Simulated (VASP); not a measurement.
# Sn (Fm-3m) in VASP: notebook, part 3 of 3

VASP 6.6.1. The steps go on from the part before.

### 4 Single point, PBE

This run uses another cell than the first one, of 28.08 Å³/atom, 1.038 times its volume.

Input file INCAR:

```
PREC = Accurate
ENCUT = 500
EDIFF = 1E-6
ISMEAR = 0
SIGMA = 0.05
LREAL = False
LASPH = True
NELM = 120
ALGO = Normal
ISIF = 2
LWAVE = False
LCHARG = True
GGA = PE
LELF = True
LVHAR = True
NBANDS = 13
GGA_COMPAT = False
```

Input file KPOINTS:

```
Automatic mesh
0
Gamma
  8 8 8
```

Input file POSCAR:

```
Sn
1.0
    0.0000000000      2.4124845469      2.4124845469
    2.4124845469      0.0000000000      2.4124845469
    2.4124845469      2.4124845469      0.0000000000
Sn
1
Direct
    0.0000000000      0.0000000000      0.0000000000
```

Potentials or basis: VASP PAW PBE potentials, release 64 (Sn_d).

Started as:

```console
cat potpaw_PBE.64/Sn_d/POTCAR > POTCAR
mpirun -np 1 vasp_std > vasp.out
```

OUTCAR:

```text
PREC = Accurate
   ENCUT = 500
   EDIFF = 1E-6
   ISMEAR = 0
   LREAL = False
   LASPH = True
   NELM = 120
   ISIF = 2
   GGA = PE

 ion  position               nearest neighbor table
   1  0.000  0.000  0.000-

  LATTYP: Found a face centered cubic cell.
 ALAT       =     4.8249690938

  Lattice vectors:

 A1 = (   0.0000000000,   2.4124845469,   2.4124845469)
 A2 = (   2.4124845469,   0.0000000000,   2.4124845469)
 A3 = (   2.4124845469,   2.4124845469,   0.0000000000)

Analysis of symmetry for initial positions (statically):
=====================================================================
 Subroutine PRICEL returns:
 Original cell was already a primitive cell.

 Routine SETGRP: Setting up the symmetry group for a
 face centered cubic supercell.

 Subroutine GETGRP returns: Found 48 space group operations
 (whereof 48 operations were pure point group operations)
 out of a pool of 48 trial point group operations.

The static configuration has the point symmetry O_h .

Analysis of symmetry for dynamics (positions and initial velocities):
=====================================================================
 Subroutine PRICEL returns:
 Original cell was already a primitive cell.

 Routine SETGRP: Setting up the symmetry group for a
 face centered cubic supercell.

 Subroutine GETGRP returns: Found 48 space group operations
 (whereof 48 operations were pure point group operations)
 out of a pool of 48 trial point group operations.

The dynamic configuration has the point symmetry O_h .

 Subroutine INISYM returns: Found 48 space group operations
 (whereof 48 operations are pure point group operations),
 and found     1 'primitive' translations

----------------------------------------------------------------------------------------

                                     Primitive cell

  volume of cell :      28.0817

[... 113 lines left out ...]
   AEXX    =    0.0000 exact exchange contribution
   IVDW    =     0    specifies the selected vdW correction
   LEPSILON=     F    determine dielectric tensor
   LRPA    =     F    only Hartree local field effects (RPA)
 non-spin polarized calculation
 Gauss-broadening in eV      SIGMA  =   0.05
  energy-cutoff  :      500.00
  volume of cell :       28.08
 maximum number of plane-waves:       725
 NGX is ok and might be reduce to    28
   NGX = 13   NGY = 13   NGZ = 13

 number of electron      13.9999998 magnetization

 Free energy of the ion-electron system (eV)
  ---------------------------------------------------
  ext. energy  EPLUGINS =         0.00000000
  ---------------------------------------------------
  free energy    TOTEN  =        -3.79267960 eV

  energy without entropy =       -3.79104117  energy(sigma->0) =       -3.79186039

 E-fermi :   7.7950     XC(G=0): -10.2122

 val. band max:        7.7782708847   @ k =  -0.3750   0.2500   0.0000
 cond. band min:       7.8410824373   @ k =  -0.2500   0.2500   0.0000
 fundamental gap:      0.0628115527
 Fermi energy:         7.7950158832

 k-point     1 :       0.0000    0.0000    0.0000
  band No.  band energies     occupation
      1     -13.7989      2.00000
      2     -13.7989      2.00000
      3     -13.7989      2.00000
      4     -13.7291      2.00000
      5     -13.7291      2.00000
      6      -3.1518      2.00000
      7      15.1870      0.00000
      8      15.1870      0.00000
      9      15.1870      0.00000
     10      18.3189      0.00000
     11      19.3870      0.00000
     12      19.3870      0.00000
     13      19.3870      0.00000
[... 354 lines left out ...]
  band No.  band energies     occupation
      1     -13.7965      2.00000
      2     -13.7807      2.00000
      3     -13.7339      2.00000
      4     -13.7027      2.00000
      5     -13.6628      2.00000
      6       1.7386      2.00000
      7       4.1607      2.00000
      8       9.2071      0.00000
      9      10.7909      0.00000
     10      16.5366      0.00000
     11      18.5917      0.00000
     12      23.1851      0.00000
     13      23.5267      0.00000

 [... further k-points ...]

------------------------ aborting loop because EDIFF is reached ----------------------------------------

  FORCE on cell =-STRESS in cart. coord.  units (eV):
  Direction    XX          YY          ZZ          XY          YZ          ZX
  --------------------------------------------------------------------------------------
  -------------------------------------------------------------------------------------
  Total        0.0073336      0.0073336      0.0073336     -0.0000000     -0.0000000      0.0000000
  in kB        0.4184125      0.4184125      0.4184125     -0.0000000     -0.0000000      0.0000000
  external PRESSURE =       0.4184125 kB  Pullay stress =       0.0000000 kB

 VOLUME and BASIS-vectors are now :
 -----------------------------------------------------------------------------
  energy-cutoff  :      500.00
  volume of cell :       28.08
      direct lattice vectors                 reciprocal lattice vectors
     0.000000000  2.412484547  2.412484547    -0.207255214  0.207255214  0.207255214
     2.412484547  0.000000000  2.412484547     0.207255214 -0.207255214  0.207255214
     2.412484547  2.412484547  0.000000000     0.207255214  0.207255214 -0.207255214

 POSITION                                       TOTAL-FORCE (eV/Angst)
 -----------------------------------------------------------------------------------
      0.00000      0.00000      0.00000        -0.000000      0.000000     -0.000000
 -----------------------------------------------------------------------------------
    total drift:                               -0.000000     -0.000000     -0.000000

  FREE ENERGIE OF THE ION-ELECTRON SYSTEM (eV)
  ---------------------------------------------------
  free  energy   TOTEN  =        -3.7926796008 eV

  energy  without entropy=       -3.7910411726  energy(sigma->0) =       -3.79186039
```

OSZICAR:

```text
N       E                     dE             d eps       ncg     rms          rms(c)
DAV:   1     0.819250857221E+02    0.81925E+02   -0.70894E+03   774   0.156E+03
DAV:   2     0.207966062228E+01   -0.79845E+02   -0.76956E+02   784   0.342E+02
DAV:   3    -0.368436595959E+01   -0.57640E+01   -0.57377E+01   894   0.757E+01
DAV:   4    -0.380022687249E+01   -0.11586E+00   -0.11584E+00   929   0.112E+01
DAV:   5    -0.380400592032E+01   -0.37790E-02   -0.37789E-02   970   0.202E+00    0.122E+00
DAV:   6    -0.379561452437E+01    0.83914E-02   -0.91418E-03  1003   0.159E+00    0.676E-01
DAV:   7    -0.379278880218E+01    0.28257E-02   -0.60157E-03   974   0.125E+00    0.877E-02
DAV:   8    -0.379268077414E+01    0.10803E-03   -0.64432E-04   944   0.428E-01    0.226E-02
DAV:   9    -0.379268018111E+01    0.59303E-06   -0.10548E-05   935   0.368E-02    0.184E-02
DAV:  10    -0.379267960083E+01    0.58028E-06   -0.71440E-06   959   0.445E-02
   1 F= -.37926796E+01 E0= -.37918604E+01  d E =-.163843E-02
```

stdout:

```text
POSCAR found type information on POSCAR Sn
 POSCAR found :  1 types and       1 ions
 scaLAPACK will be used
 LDA part: xc-table for (Slater+PW92), standard interpolation
 POSCAR, INCAR and KPOINTS ok, starting setup
 FFT: planning ... GRIDC
 FFT: planning ... GRID_SOFT
 FFT: planning ... GRID
 WAVECAR not read
 entering main loop
```

It took 16 s on 1 thread of Intel Xeon Platinum 8375C at 2.90GHz (Ice Lake), shared host; peak memory 0.16 GiB.

Results:

```yaml
Free_energy: -3.7927 eV
Pressure: 0.0 GPa
Band_gap_on_the_k_mesh: zero (band 7 reaches 15.19 eV, above the bottom of band 8 at 6.07 eV)
```

Levels at points of the mesh, in eV from the Fermi level:
```csv
k point,band 4,band 5,band 6,band 7,band 8,band 9,band 10,band 11
"(0.00, 0.00, 0.00)",-21.52,-21.52,-10.95,7.39,7.39,7.39,10.52,11.59
"(0.50, 0.00, 0.00)",-21.45,-21.45,-6.79,-4.51,5.56,5.56,9.89,9.90
"(0.50, 0.50, 0.00)",-21.44,-21.44,-4.97,-3.54,1.98,1.98,5.25,5.67
```

Caveat: spin-orbit coupling is left out, which moves the levels of the heavy elements.

### 5 The runs side by side

| cell | gap on the mesh (eV) | pressure (GPa) |
| --- | --- | --- |
| a = 3.370 Å, angles 60.0°, 1 atom | none | 1.9 |
| a = 3.384 Å, angles 60.0°, 1 atom | none | 1.2 |
| a = 3.412 Å, angles 60.0°, 1 atom | none | 0.0 |

Alike in all rows: task single point; level PBE; potentials or basis VASP PAW PBE potentials, release 64 (Sn_d); no spin polarisation; k mesh 8 × 8 × 8; cutoff (eV) 500; smearing gaussian 0.05 eV.

Caveats: spin-orbit coupling is left out, which moves the levels of the heavy elements.

Total energies depend on the potentials used, so only differences within one code and one set of settings carry meaning.
